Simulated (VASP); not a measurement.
# SiC (Moissanite) (P6_3mc) in VASP: further runs

SiC (Moissanite) is run at these levels: LDA, SVWN5; tasks: single point.

All numbers are computed with VASP 6.6.1; they aren't measurements. Logs are shortened: lines on timing, memory, paths and dates and some standing lists are left out, and cuts for length are marked.

### Step 1. The cell of the first run

Symmetry: P6_3mc, No. 186, hexagonal system. The conventional cell has a = 3.034 Å, b = 3.034 Å, c = 4.980 Å, α = 90.00°, β = 90.00°, γ = 120.00°. Within 2.4 Å of Si (site symmetry 3m) lie 4 C at 1.84 to 1.92 Å. C (site symmetry 3m) has 4 Si at 1.84 to 1.92 Å within 2.4 Å.

### Step 2. Single point, LDA

Contents of INCAR:

```
SYSTEM = SiC
PREC = Accurate
ENCUT = 910
EDIFF = 1E-6
ISMEAR = -1
SIGMA = 0.05
LREAL = .FALSE.
LASPH = .TRUE.
NELM = 120
ALGO = Normal
ISIF = 2
LWAVE = .FALSE.
LCHARG = .TRUE.
LELF = .TRUE.
LVHAR = .TRUE.
NBANDS = 16
GGA_COMPAT = .FALSE.
```

Contents of KPOINTS:

```
regular mesh
0
G
  10 10 5
  0 0 0
```

Contents of POSCAR:

```
SiC
1.0
    3.0344273363      0.0000000000      0.0000000000
   -1.5172136681      2.6278911591      0.0000000000
    0.0000000000      0.0000000000      4.9797754205
Si C
2 2
Direct
    0.6666666667      0.3333333333      0.5000000000
    0.3333333333      0.6666666667      0.0000000000
    0.6666666667      0.3333333333      0.8850000000
    0.3333333333      0.6666666667      0.3850000000
```

Potentials or basis: VASP PAW LDA potentials, release 64 (Si, C_h).

Command:

```bash
> cat potpaw_LDA.64/Si/POTCAR potpaw_LDA.64/C_h/POTCAR > POTCAR
> mpirun -np 1 vasp_std > vasp.out
```

OUTCAR:

```text
SYSTEM = SiC
   PREC = Accurate
   ENCUT = 910
   EDIFF = 1E-6
   ISMEAR = -1
   LREAL = .FALSE.
   LASPH = .TRUE.
   NELM = 120
   ISIF = 2

 ion  position               nearest neighbor table
   1  0.667  0.333  0.500-   4 1.84   4 1.84   4 1.84   3 1.92   2 3.04   2 3.04   2 3.04   2 3.04
                             2 3.04   2 3.04
   2  0.333  0.667  0.000-   3 1.84   3 1.84   3 1.84   4 1.92   1 3.04   1 3.04   1 3.04   1 3.04
                             1 3.04   1 3.04
   3  0.667  0.333  0.885-   2 1.84   2 1.84   2 1.84   1 1.92
   4  0.333  0.667  0.385-   1 1.84   1 1.84   1 1.84   2 1.92

  LATTYP: Found a hexagonal cell.
 ALAT       =     3.0344273363
 C/A-ratio  =     1.6410923277

  Lattice vectors:

 A1 = (   3.0344273363,   0.0000000000,   0.0000000000)
 A2 = (  -1.5172136681,   2.6278911591,   0.0000000000)
 A3 = (   0.0000000000,   0.0000000000,   4.9797754205)

Analysis of symmetry for initial positions (statically):
=====================================================================
 Subroutine PRICEL returns:
 Original cell was already a primitive cell.

 Routine SETGRP: Setting up the symmetry group for a
 hexagonal supercell.

 Subroutine GETGRP returns: Found 12 space group operations
 (whereof  6 operations were pure point group operations)
 out of a pool of 24 trial point group operations.

The static configuration has the point symmetry C_3v.
 The point group associated with its full space group is C_6v.

Analysis of symmetry for dynamics (positions and initial velocities):
=====================================================================
 Subroutine PRICEL returns:
 Original cell was already a primitive cell.

 Routine SETGRP: Setting up the symmetry group for a
 hexagonal supercell.

 Subroutine GETGRP returns: Found 12 space group operations
 (whereof  6 operations were pure point group operations)
 out of a pool of 24 trial point group operations.

The dynamic configuration has the point symmetry C_3v.
 The point group associated with its full space group is C_6v.

 Subroutine INISYM returns: Found 12 space group operations
 (whereof  6 operations are pure point group operations),
 and found     1 'primitive' translations

----------------------------------------------------------------------------------------

                                     Primitive cell

  volume of cell :      39.7095

  direct lattice vectors                    reciprocal lattice vectors
     3.034427336  0.000000000  0.000000000     0.329551474  0.190266632  0.000000000
    -1.517213668  2.627891159  0.000000000     0.000000000  0.380533264  0.000000000
     0.000000000  0.000000000  4.979775421     0.000000000  0.000000000  0.200812269

  length of vectors
     3.034427336  3.034427336  4.979775421     0.380533264  0.380533264  0.200812269

  position of ions in fractional coordinates (direct lattice)
     0.666666667  0.333333333  0.500000000
     0.333333333  0.666666667  0.000000000
     0.666666667  0.333333333  0.885000000
     0.333333333  0.666666667  0.385000000

  ion indices of the primitive-cell ions
   primitive index   ion index
                 1           1
                 2           2
                 3           3
                 4           4

----------------------------------------------------------------------------------------

 KPOINTS: regular mesh

Automatic generation of k-mesh.
 Grid dimensions read from file:
 generate k-points for:   10   10    5

 Generating k-lattice:

  Cartesian coordinates                     Fractional coordinates (reciprocal lattice)
     0.032955147  0.019026663  0.000000000     0.100000000  0.000000000  0.000000000
     0.000000000  0.038053326  0.000000000     0.000000000  0.100000000  0.000000000
     0.000000000  0.000000000  0.040162454     0.000000000  0.000000000  0.200000000

  Length of vectors
     0.038053326  0.038053326  0.040162454

  Shift w.r.t. Gamma in fractional coordinates (k-lattice)
     0.000000000  0.000000000  0.000000000

 Subroutine IBZKPT returns following result:
 ===========================================

 Found     42 irreducible k-points:

 Following reciprocal coordinates:
            Coordinates               Weight
  0.000000  0.000000  0.000000      1.000000
  0.100000  0.000000  0.000000      6.000000
  0.200000  0.000000  0.000000      6.000000
  0.300000 -0.000000  0.000000      6.000000
  0.400000  0.000000  0.000000      6.000000
  0.500000 -0.000000  0.000000      3.000000
[... 16 lines left out ...]
  0.300000  0.100000  0.200000     24.000000
  0.400000  0.100000  0.200000     24.000000
 [... further k-points ...]
   k-points           NKPTS =     42   k-points in BZ     NKDIM =     42   number of bands    NBANDS=     16
   number of dos      NEDOS =    301   number of ions     NIONS =      4
   total plane-waves  NPLWV =  45000
   dimension x,y,z NGX =    30 NGY =   30 NGZ =   50
   dimension x,y,z NGXF=    60 NGYF=   60 NGZF=  100
   ions per type =               2   2
   NGX,Y,Z   is equivalent  to a cutoff of  16.44, 16.44, 16.69 a.u.
   NGXF,Y,Z  is equivalent  to a cutoff of  32.87, 32.87, 33.38 a.u.
 SYSTEM =  SiC
   PREC   = accura    normal or accurate (medium, high low for compatibility)
   ISTART =      0    job   : 0-new  1-cont  2-samecut
   ICHARG =      2    charge: 1-file 2-atom 10-const
   ISPIN  =      1    spin polarized calculation?
   LNONCOLLINEAR =      F non collinear calculations
   LSORBIT =      F    spin-orbit coupling
   LASPH  =      T    aspherical Exc in radial PAW
   ENCUT  =  910.0 eV  66.88 Ry    8.18 a.u.   7.46  7.46 12.25*2*pi/ulx,y,z
   NELM   =    120;   NELMIN=  2; NELMDL= -5     # of ELM steps
   EDIFF  = 0.1E-05   stopping-criterion for ELM
   LREAL  =      F    real-space projection
   EDIFFG = 0.1E-04   stopping-criterion for IOM
   NSW    =      0    number of steps for IOM
   IBRION =     -1    ionic relax: 0-MD 1-quasi-New 2-CG
   NFREE  =      0    steps in history (QN), initial steepest desc. (CG)
   ISIF   =      2    stress and relaxation
   ISYM   =      2    0-nonsym 1-usesym 2-fastsym
   POTIM  = 0.5000    time-step for ionic-motion
   TEBEG  =    0.0;   TEEND  =   0.0 temperature during run
   PSTRESS=    0.0 pullay stress
   NELECT =      16.0000    total number of electrons
   NUPDOWN=      -1.0000    fix difference up-down
   EMIN   =  10.00;   EMAX   =-10.00  energy-range for DOS
   EFERMI =   0.00;   METHOD = LEGACY
   ISMEAR =    -1;   SIGMA  =   0.05  broadening in eV -4-tet -1-fermi 0-gaus
   EFERMI_NEDOS =   21; number of points for ismear=-14 and -15
   IALGO  =     38    algorithm
   IMIX   =      4    mixing-type and parameters
     AMIX     =   0.40;   BMIX     =  1.00
     AMIX_MAG =   1.60;   BMIX_MAG =  1.00
  volume/ion in A,a.u.               =       9.93        66.99
  Fermi-wavevector in a.u.,A,eV,Ry     =   1.209159  2.284980 19.892620  1.462066
  Thomas-Fermi vector in A             =   2.344745
   LORBIT       =      0    0 simple, 1 ext, 2 COOP (PROOUT), +10 PAW based schemes
   GGA     = CA    functional components
   LHFCALC =     F    Hartree Fock is set to
   AEXX    =    0.0000 exact exchange contribution
   IVDW    =     0    specifies the selected vdW correction
   LEPSILON=     F    determine dielectric tensor
   LRPA    =     F    only Hartree local field effects (RPA)
 non-spin polarized calculation
  energy-cutoff  :      910.00
  volume of cell :       39.71
 maximum number of plane-waves:      2539
 NGX is ok and might be reduce to    30
   NGX = 15   NGY = 15   NGZ = 25

 number of electron      16.0000001 magnetization

 Free energy of the ion-electron system (eV)
  ---------------------------------------------------
  ext. energy  EPLUGINS =         0.00000000
  ---------------------------------------------------
  free energy    TOTEN  =       -33.23982187 eV

  energy without entropy =      -33.23982187  energy(sigma->0) =      -33.23982187

 E-fermi :  10.1116     XC(G=0): -11.7664

 val. band max:        9.1575952065   @ k =   0.0000   0.0000   0.0000
 cond. band min:      11.4512994543   @ k =   0.3000   0.3000   0.0000
 fundamental gap:      2.2937042478
 Fermi energy:        10.1115709828

 k-point     1 :       0.0000    0.0000    0.0000
  band No.  band energies     occupation
      1      -6.7985      2.00000
      2      -3.0880      2.00000
      3       0.2037      2.00000
      4       7.5882      2.00000
      5       7.5882      2.00000
      6       8.8880      2.00000
[... 8 lines left out ...]
     15      18.0455      0.00000
     16      20.6670      0.00000

 k-point     2 :       0.1000    0.0000    0.0000
  band No.  band energies     occupation
      1      -6.6187      2.00000
      2      -2.9330      2.00000
      3       0.3728      2.00000
      4       6.6426      2.00000
      5       7.2862      2.00000
      6       8.2713      2.00000
[... 8 lines left out ...]
     15      18.4851      0.00000
     16      19.3055      0.00000

 k-point     3 :       0.2000    0.0000    0.0000
  band No.  band energies     occupation
      1      -6.0856      2.00000
      2      -2.4864      2.00000
      3       0.8625      2.00000
      4       4.7132      2.00000
      5       6.6643      2.00000
      6       6.8178      2.00000
[... 8 lines left out ...]
     15      18.7939      0.00000
     16      19.2842      0.00000

 k-point     4 :       0.3000   -0.0000    0.0000
  band No.  band energies     occupation
      1      -5.2236      2.00000
      2      -1.8386      2.00000
      3       1.5164      2.00000
      4       2.8473      2.00000
      5       5.1019      2.00000
      6       6.0714      2.00000
[... 8 lines left out ...]
     15      19.6418      0.00000
     16      20.7067      0.00000
[... 324 lines left out ...]
 k-point    22 :       0.2000    0.1000    0.2000
  band No.  band energies     occupation
      1      -5.3671      2.00000
      2      -2.7580      2.00000
      3       2.1316      2.00000
      4       4.0334      2.00000
      5       5.1805      2.00000
      6       6.0836      2.00000
[... 8 lines left out ...]
     15      19.4183      0.00000
     16      20.1494      0.00000

 k-point    23 :       0.3000    0.1000    0.2000
  band No.  band energies     occupation
      1      -4.3760      2.00000
      2      -1.9893      2.00000
      3       1.5105      2.00000
      4       3.5099      2.00000
      5       3.8332      2.00000
      6       5.3110      2.00000
[... 8 lines left out ...]
     15      20.2685      0.00000
     16      20.9949      0.00000

 k-point    24 :       0.4000    0.1000    0.2000
  band No.  band energies     occupation
      1      -3.2775      2.00000
      2      -1.6673      2.00000
      3       0.6981      2.00000
      4       2.2496      2.00000
      5       4.2971      2.00000
      6       5.1146      2.00000
[... 8 lines left out ...]
     15      20.7397      0.00000
     16      22.0991      0.00000

 [... further k-points ...]
[... 5 lines left out ...]
  --------------------------------------------------------------------------------------
  -------------------------------------------------------------------------------------
  Total        1.9169491      1.9169491      0.4255932      0.0000000      0.0000000      0.0000000
  in kB       77.3441186     77.3441186     17.1716235      0.0000000      0.0000000      0.0000000
  external PRESSURE =      57.2866203 kB  Pullay stress =       0.0000000 kB

 VOLUME and BASIS-vectors are now :
 -----------------------------------------------------------------------------
  energy-cutoff  :      910.00
  volume of cell :       39.71
      direct lattice vectors                 reciprocal lattice vectors
     3.034427336  0.000000000  0.000000000     0.329551474  0.190266632  0.000000000
    -1.517213668  2.627891159  0.000000000     0.000000000  0.380533264  0.000000000
     0.000000000  0.000000000  4.979775421     0.000000000  0.000000000  0.200812269

 POSITION                                       TOTAL-FORCE (eV/Angst)
 -----------------------------------------------------------------------------------
      1.51721      0.87596      2.48989        -0.000000     -0.000000      0.801289
     -0.00000      1.75193      0.00000        -0.000000     -0.000000      0.801289
      1.51721      0.87596      4.40710         0.000000      0.000000     -0.801289
     -0.00000      1.75193      1.91721        -0.000000     -0.000000     -0.801289
 -----------------------------------------------------------------------------------
    total drift:                               -0.000000      0.000000      0.000421

  FREE ENERGIE OF THE ION-ELECTRON SYSTEM (eV)
  ---------------------------------------------------
  free  energy   TOTEN  =       -33.2398218726 eV

  energy  without entropy=      -33.2398218726  energy(sigma->0) =      -33.23982187
```

Wall time 44 s (1 thread of Intel Xeon Platinum 8375C at 2.90GHz (Ice Lake), shared host); peak memory 0.19 GiB.

Results:

| Item | Value |
| --- | --- |
| Free energy | -33.2398 eV |
| Pressure | 5.7 GPa |
| Largest force | 0.801 eV/Å |
| Band gap on the k mesh | 2.29 eV, indirect (least direct gap 4.06 eV) |

Forces in eV/Å, atoms in the order of the input:
```
Si   0.000  0.000  0.801
Si   0.000  0.000  0.801
C    0.000  0.000 -0.801
C    0.000  0.000 -0.801
```

Stress tensor (GPa, compression positive):
```
7.73 0.00 0.00
0.00 7.73 0.00
0.00 0.00 1.72
```

Caveat: the cutoff is under 1.25 times the usual one of these potentials, so pressure, stress and relaxed cells hold a basis-set (Pulay) error.

### Step 3. Single point, SVWN5

This run uses another cell than the first one, of 10.34 Å³/atom, 1.042 times its volume.

Contents of INCAR:

```
  ALGO = Normal
  EDIFF = 1E-6
  ENCUT = 910
  GGA = VW
  GGA_COMPAT = F
  ISIF = 2
  ISMEAR = -1
  LASPH = T
  LCHARG = F
  LREAL = F
  LWAVE = F
  NBANDS = 16
  NELM = 120
  PREC = Accurate
  SIGMA = 0.05
```

Contents of KPOINTS:

```
k-points
0
Gamma
  10 10 5
```

Contents of POSCAR:

```
SiC
1.0
    3.0760000000      0.0000000000      0.0000000000
   -1.5380000000      2.6638941420      0.0000000000
    0.0000000000      0.0000000000      5.0480000000
Si C
2 2
Direct
    0.6666666667      0.3333333333      0.5000000000
    0.3333333333      0.6666666667      0.0000000000
    0.6666666667      0.3333333333      0.8850000000
    0.3333333333      0.6666666667      0.3850000000
```

Potentials or basis: VASP PAW PBE potentials, release 64 (Si, C_h).

Command:

```bash
> cat potpaw_PBE.64/Si/POTCAR potpaw_PBE.64/C_h/POTCAR > POTCAR
> mpirun -np 1 vasp_std > vasp.out
```

Run time: 23 s. Hardware: 1 thread of Intel Xeon 6975P-C (Granite Rapids), shared host; peak memory 0.2 GiB.

Results (log left out):

```yaml
Free_energy: -33.1615 eV
Pressure: -3.0 GPa
Largest_force: 0.743 eV/Å
Band_gap_on_the_k_mesh: 2.37 eV, indirect (least direct gap 3.99 eV)
```

Forces on the atoms (eV/Å):
```
Si   0.000  0.000  0.743
Si   0.000  0.000  0.743
C    0.000  0.000 -0.743
C    0.000  0.000 -0.743
```

Stress tensor (GPa, compression positive):
```
-1.57  0.00  0.00
 0.00 -1.57  0.00
 0.00  0.00 -5.96
```

Levels at points of the mesh, in eV from the valence-band top:
```tsv
k point	band 5	band 6	band 7	band 8	band 9	band 10	band 11	band 12
(0.00, 0.00, 0.00)	-1.56	-0.27	-0.27	0.00	4.59	6.03	6.40	6.40
(0.50, 0.00, 0.00)	-5.46	-3.56	-3.30	-1.49	2.50	4.13	6.67	7.14
```

Caveat: the cutoff is under 1.25 times the usual one of these potentials, so pressure, stress and relaxed cells hold a basis-set (Pulay) error; the PAW data sets were made with another functional, which shifts forces and pressure a little. A k mesh can miss the band edges.
